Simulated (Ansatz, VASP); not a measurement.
**AgCl: VASP beside Ansatz**

Contents of INCAR:

```
SYSTEM = AgCl
ALGO = Normal
EDIFF = 1E-6
ENCUT = 500
GGA = PS
GGA_COMPAT = .False.
ISIF = 2
ISMEAR = 0
LASPH = .True.
LCHARG = .True.
LELF = .True.
LREAL = .False.
LVHAR = .True.
LWAVE = .False.
NBANDS = 16
NELM = 120
PREC = Accurate
SIGMA = 0.01
```

Contents of KPOINTS:

```
k-points
0
Gamma
  8 8 8
  0 0 0
```

Contents of POSCAR:

```
AgCl
1.0
    0.0000000000      2.7373759487      2.7373759487
    2.7373759487      0.0000000000      2.7373759487
    2.7373759487      2.7373759487      0.0000000000
Ag Cl
1 1
Direct
    0.0000000000      0.0000000000      0.0000000000
    0.5000000000      0.5000000000      0.5000000000
```

Input for Ansatz:

```yaml
crystal:
  lattice:
    - [0.0, 2.73737594869, 2.73737594869]
    - [2.73737594869, 0.0, 2.73737594869]
    - [2.73737594869, 2.73737594869, 0.0]
  atoms:
    - { symbol: Ag, position: [0.0, 0.0, 0.0] }
    - { symbol: Cl, position: [0.5, 0.5, 0.5] }
kpoints:
  mp_grid: { grid: [8, 8, 8] }
scf:
  occupations: { method: fixed }
  convergence: { dr2_threshold: 1.0e-10 }
hamiltonian:
  xc: pbesol
  pseudopotentials: { kind: all_electron, lapw: { basis_error: 0.0005 } }
output:
  forces: true
  stress: true
  eigenstates:
    kpoints:
      - [0.0, 0.0, 0.0]
      - [0.0, -0.5, 0.0]
      - [-0.5, 0.0, 0.0]
      - [0.0, 0.0, -0.5]
      - [-0.5, -0.5, -0.5]
      - [-0.5, 0.0, -0.5]
      - [0.0, -0.5, -0.5]
      - [-0.5, -0.5, 0.0]
  eigenvalues: true
```

Alike in both runs: task single point; functional PBEsol; k mesh 8 × 8 × 8; no spin polarisation.

```csv
,VASP,Ansatz
version,VASP 6.6.1,Ansatz 0.2.0
potentials or method,"VASP PAW PBE potentials, release 64 (Ag, Cl), cutoff 500 eV","all-electron LAPW, scalar-relativistic"
occupations,"gaussian, width 0.01 eV",fixed
```

|  | VASP | Ansatz | Ansatz less VASP |
| --- | --- | --- | --- |
| gap on the k mesh at the Fermi level (eV) | 0.72 | 0.73 | +0.005 |
| pressure (GPa) | -0.9 | -0.8 | +0.10 |

VASP's potentials were made for PBE, not for PBEsol. Ansatz ran all-electron here, and VASP with PAW potentials.
